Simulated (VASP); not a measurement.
SrCl2, 3 atoms in the cell. The structure is tetragonal, space group I4/mmm (No. 139). Conventional cell: a = 4.947 Å, b = 4.947 Å, c = 7.240 Å, α = 90.00°, β = 90.00°, γ = 90.00°. Sr (site symmetry 4/mmm) has 8 Cl at 3.06 Å within 4.0 Å. Within 4.0 Å of Cl (site symmetry -4m2) lie 4 Sr at 3.06 Å and 6 Cl at 3.50 to 3.62 Å.  This cell differs from its parent crystal: uniaxial x strain +3.5%.

| Property | Result |
| --- | --- |
| Program | VASP 6.6.1 |
| Task | single point |
| Functional | r2SCAN |
| Potentials or basis | VASP PAW PBE potentials, release 64 (Sr_sv, Cl) |
| Cutoff | 520 eV |
| k mesh | 6 × 6 × 6 |
| Occupations | gaussian, width 0.01 eV |
| Spin | no spin polarisation |
| Dipole correction | no |
| Further INCAR settings | ALGO = Normal; EDIFF = 1e-06; NBANDS = 19 |

Potentials or basis: VASP PAW PBE potentials, release 64 (Sr_sv, Cl).

Run with:

```bash
$ cat potpaw_PBE.64/Sr_sv/POTCAR potpaw_PBE.64/Cl/POTCAR > POTCAR
$ cp INCAR.step1 INCAR
$ mpirun -np 1 vasp_std > vasp.out
$ cp INCAR.step2 INCAR
$ mpirun -np 1 vasp_std > vasp.out
```

Hardware: 1 thread of Intel(R) Xeon(R) Platinum 8259CL CPU @ 2.50GHz (Skylake/Cascade Lake), on a shared host.

Task: Estimate the wall time of this run.

Result: Wall time 2.8 min on 1 thread of Intel(R) Xeon(R) Platinum 8259CL CPU @ 2.50GHz (Skylake/Cascade Lake), on a shared host, peak memory 0.27 GiB. Counts: k points 30.
